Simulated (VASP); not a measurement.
# Ce: single point with LDA

Ce:

```
Ce
1.0
    -1.94330    1.94330    1.94330
     1.94330   -1.94330    1.94330
     1.94330    1.94330   -1.94330
Ce
1
Direct
  0.00000 0.00000 0.00000
```

- Program: VASP 6.6.1
- Task: single point
- Functional: LDA
- Potentials or basis: VASP PAW LDA potentials, release 64 (Ce)
- Cutoff: 500 eV
- k mesh: 4 × 4 × 4
- Occupations: methfessel-paxton, width 0.1 eV
- Spin: collinear spin, ferromagnetic start
- Starting moments: [1.3] μB
- Dipole correction: no
- Further INCAR settings: ALGO = Normal; EDIFF = 1e-06; NBANDS = 16

```
Pressure                                              : -7.8 GPa
Band gap on the k mesh                                : zero (filled and empty bands overlap)
Net moment                                            : 0.00 μB per cell
Valence electrons inside the program's atomic spheres : Ce 9.81
```

Levels at points of the mesh, in eV from the Fermi level:
Spin up:
```csv
k point,band 2,band 3,band 4,band 5,band 6,band 7,band 8,band 9,band 10,band 11
"(0.00, 0.00, 0.00)",-16.07,-16.07,-16.07,-3.01,0.03,0.03,0.03,0.72,0.72,0.72
"(0.50, 0.00, 0.00)",-18.28,-16.76,-16.12,-2.03,-0.31,0.07,0.24,0.35,0.61,0.69
"(0.50, 0.50, 0.50)",-17.55,-17.55,-17.55,-2.35,-2.35,0.12,0.37,0.37,0.37,0.80
```
Spin down:
```csv
k point,band 3,band 4,band 5,band 6,band 7,band 8,band 9,band 10
"(0.00, 0.00, 0.00)",-16.07,-16.07,-3.01,0.03,0.03,0.03,0.72,0.72
"(0.50, 0.00, 0.00)",-16.76,-16.12,-2.03,-0.31,0.07,0.24,0.35,0.61
"(0.50, 0.50, 0.50)",-17.55,-17.55,-2.35,-2.35,0.12,0.37,0.37,0.37
```

Wall time 48 s on 1 thread of Intel Xeon 8259CL, on a shared host, peak memory 0.16 GiB.

Caveat: the k points lie up to 0.57 Å⁻¹ apart; the magnetic or orbital state may not be the lowest; spin-orbit coupling is left out, which moves the levels of the heavy elements. The state reached can hang on the start; a lower one may exist.
